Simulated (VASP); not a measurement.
CdS, 4 atoms in the cell. Symmetry: P6_3mc, No. 186, hexagonal system. Conventional cell: a = 4.197 Å, b = 4.197 Å, c = 6.831 Å, α = 90.00°, β = 90.00°, γ = 120.00°. Within 3.4 Å of Cd (site symmetry 3m) lie 4 S at 2.57 Å. S (site symmetry 3m) has 4 Cd at 2.57 Å within 3.4 Å. 

| Quantity | Value |
| --- | --- |
| Program | VASP 6.6.1 |
| Task | single point |
| Functional | PBE |
| Potentials or basis | VASP PAW PBE potentials, release 64 (Cd, S) |
| Cutoff | 520 eV |
| k mesh | 6 × 6 × 4 |
| Occupations | gaussian, width 0.02 eV |
| Spin | no spin polarisation |
| Dipole correction | no |
| Further INCAR settings | ALGO = Normal; EDIFF = 1e-06; NBANDS = 26 |

Potentials or basis: VASP PAW PBE potentials, release 64 (Cd, S).

Run with:

```bash
$ cat potpaw_PBE.64/Cd/POTCAR potpaw_PBE.64/S/POTCAR > POTCAR
$ mpirun -np 1 vasp_std > vasp.out
```

Hardware: 1 thread of Intel(R) Xeon(R) Platinum 8488C (Sapphire Rapids), on a shared host.

Question: Estimate the wall time of this run.

Answer: Wall time 30 s on 1 thread of Intel(R) Xeon(R) Platinum 8488C (Sapphire Rapids), with other jobs on the host, peak memory 0.24 GiB. Counts: scf iterations 14, k points 21.
